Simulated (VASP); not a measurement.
Set up this calculation in VASP 6.6.1, as the native input.

| Property | Result |
| --- | --- |
| Task | single point |
| Functional | PBE |
| Potentials or basis | VASP PAW PBE potentials, release 64 (H) |
| Cutoff | 520 eV |
| k mesh | 9 × 9 × 6 |
| Occupations | gaussian, width 0.05 eV |
| Spin | no spin polarisation |
| Dipole correction | no |
| Further INCAR settings | ALGO = Normal; EDIFF = 1e-07; NBANDS = 10 |

The structure of H lies in POSCAR:

```
H
1.0
    3.9361336832      0.0000000000      0.0000000000
   -1.9680668416      3.4087917623      0.0000000000
    0.0000000000      0.0000000000      4.9204950112
H
4
Direct
    0.3333333333      0.6666666667      0.1764958800
    0.6666666667      0.3333333333      0.6764958800
    0.6666666667      0.3333333333      0.8235041200
    0.3333333333      0.6666666667      0.3235041200
```

This cell differs from its parent crystal: strain +0.025 along x and y, -0.025 along z.

The input as run:

INCAR

```
SYSTEM = H
  ALGO = Normal
  EDIFF = 1E-7
  ENCUT = 520
  GGA = PE
  ISIF = 2
  ISMEAR = 0
  LASPH = .TRUE.
  LCHARG = .FALSE.
  LREAL = .FALSE.
  LWAVE = .FALSE.
  NBANDS = 10
  NELM = 100
  PREC = Accurate
  SIGMA = 0.05
```

KPOINTS

```
k-points
0
G
  9 9 6
  0 0 0
```

Potentials or basis: VASP PAW PBE potentials, release 64 (H).

Command:

```console
$ cat potpaw_PBE.64/H/POTCAR > POTCAR
$ mpirun -np 1 vasp_std > vasp.out
```

It gave:

* Pressure: 1.1 GPa
* Largest force: 1.016 eV/Å
* Band gap on the k mesh: 9.83 eV, direct

Caveat: the cell differs from its parent crystal (strain +0.025 along x and y, -0.025 along z); forces of over 1 eV/Å act on the atoms, so gaps and moduli don't describe the material at rest.

Run time: 40 s on 1 thread of Intel Xeon 6975P-C (shared host), peak memory 0.18 GiB.
